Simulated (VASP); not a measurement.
CaO (e600), 2 atoms in the cell. It takes space group Fm-3m (No. 225, cubic). Conventional cell: a = 4.767 Å, b = 4.767 Å, c = 4.767 Å, α = 90.00°, β = 90.00°, γ = 90.00°. Ca (site symmetry m-3m) has 6 O at 2.38 Å within 3.1 Å. Within 3.1 Å of O (site symmetry m-3m) lie 6 Ca at 2.38 Å. 

* Program: VASP 6.6.1
* Task: single point
* Functional: PBEsol
* Potentials or basis: VASP PAW PBE potentials, release 64 (Ca_sv, O)
* Cutoff: 600 eV
* k mesh: 8 × 8 × 8
* Occupations: gaussian, width 0.01 eV
* Spin: no spin polarisation
* Dipole correction: no
* Further INCAR settings: ALGO = Normal; EDIFF = 1e-06; NBANDS = 15

Potentials or basis: VASP PAW PBE potentials, release 64 (Ca_sv, O).

Run with:

```bash
$ cat potpaw_PBE.64/Ca_sv/POTCAR potpaw_PBE.64/O/POTCAR > POTCAR
$ mpirun -np 1 vasp_std > vasp.out
```

Hardware: 1 thread of Intel(R) Xeon(R) 6975P-C (Granite Rapids), with other jobs on the host.

Task: Estimate the wall time of this run.

Result: Wall time 7.5 s on 1 thread of Intel(R) Xeon(R) 6975P-C (Granite Rapids), with other jobs on the host, peak memory 0.15 GiB. Counts: scf iterations 12, k points 29.
